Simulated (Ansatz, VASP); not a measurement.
## Zn in VASP and in Ansatz

```xyz
2
Lattice="2.6187 0.0000 0.0000 -1.3094 2.2679 0.0000 0.0000 0.0000 4.8389" Properties=species:S:1:pos:R:3 pbc="T T T"
Zn    0.0000    1.5119    1.2097
Zn    1.3094    0.7560    3.6292
```

Alike in both runs: task single point; functional r2SCAN; k mesh 14 × 14 × 7; occupations fermi-dirac, width 0.03 eV; no spin polarisation.

|  | VASP | Ansatz |
| --- | --- | --- |
| version | VASP 6.6.1 | Ansatz 0.2.0 |
| potentials or method | VASP PAW PBE potentials, release 64 (Zn), cutoff 520 eV | plane waves (500 eV) with PAW, scalar-relativistic |
| valence electrons in the cell | 24 | 24 |

Ansatz gave:

```
pressure (GPa)                                                : 0.0
traceless stress, the component that is largest in VASP (GPa) : -1.62
```

Estimate VASP's values.

pressure (GPa): 0.5; traceless stress, the component that is largest in VASP (GPa): -1.74.

VASP's potentials were made for PBE, not for r2SCAN. The functional is the same, so the differences come from potentials, cutoffs and numerics.
